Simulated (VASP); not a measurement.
Crystal: Fe.

```
CELL_PARAMETERS angstrom
-1.44550 1.44550 1.44550
1.44550 -1.44550 1.44550
1.44550 1.44550 -1.44550
ATOMIC_POSITIONS crystal
Fe 0.00000 0.00000 0.00000
```

Base run:

```yaml
Program: VASP 6.6.1
Functional: PBEsol
Potentials_or_basis: VASP PAW PBE potentials, release 64 (Fe)
Cutoff: 520 eV
k_mesh: 12 × 12 × 12
Occupations: fermi-dirac, width 0.1 eV
Spin: collinear spin, ferromagnetic start
Starting_moments: "[3.69] μB"
Fixed_moment: 3.69 μB
Hubbard_terms: Fe d U = 5.3 eV
```

Its results: pressure 26.4 GPa; site moments Fe +3.70 μB.

Problem. After a change of settings the same cell gave: pressure -18.1 GPa; site moments Fe +1.96 μB. Which change was it?
A. fixed moment from 3.69 μB to none; moments at the start from [3.69] to [4.0]
B. fixed moment from 3.69 μB to 1.85 μB; moments at the start from [3.69] to [1.85]
C. fixed moment from 3.69 μB to none; moments at the start from [3.69] to [0.4]
D. fixed moment from 3.69 μB to 1.23 μB; moments at the start from [3.69] to [1.23]

Solution. B.

Caveats: the PAW data sets were made with another functional, which shifts forces and pressure a little; the total moment is fixed, so each spin has its own Fermi level; the U is typed as a test and isn't derived for this compound.
